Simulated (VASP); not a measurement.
Input of a VASP 6.6.1 run:

INCAR

```
ALGO = Fast ; EDIFF = 1E-6
ENCUT = 520 ; GGA = PE
ISIF = 2 ; ISMEAR = 0
KPAR = 4 ; LASPH = T
LCHARG = F ; LREAL = F
LWAVE = F ; NBANDS = 86
NELM = 60 ; PREC = Accurate
SIGMA = 0.1
```

KPOINTS

```
k-points
0
Gamma
  10 10 4
```

POSCAR

```
Rh
1.0
    3.8299780579      0.0000000000      0.0000000000
   -1.9149890290      4.2820456449      0.0000000000
    0.0000000000      0.0000000000      8.5640912899
Rh
10
Direct
    0.0000000000      0.0000000000      0.0000000000
    0.4000000000      0.8000000000      0.2000000000
    0.2000000000      0.4000000000      0.6000000000
    0.7000000000      0.4000000000      0.1000000000
    0.5000000000      0.0000000000      0.5000000000
    0.9000000000      0.8000000000      0.7000000000
    0.8000000000      0.6000000000      0.4000000000
    0.6000000000      0.2000000000      0.8000000000
    0.1000000000      0.2000000000      0.3000000000
    0.3000000000      0.6000000000      0.9000000000
```

Potentials or basis: VASP PAW PBE potentials, release 64 (Rh_pv).

Run with:

```console
$ cat potpaw_PBE.64/Rh_pv/POTCAR > POTCAR
$ mpirun -np 4 vasp_std > vasp.out
```

(1) What does it give for the band gap on the k mesh?

(2) Predict the pressure.

Answers

(1) zero (bands 75 and 76 overlap by 0.94 eV).

(2) 0.1 GPa.
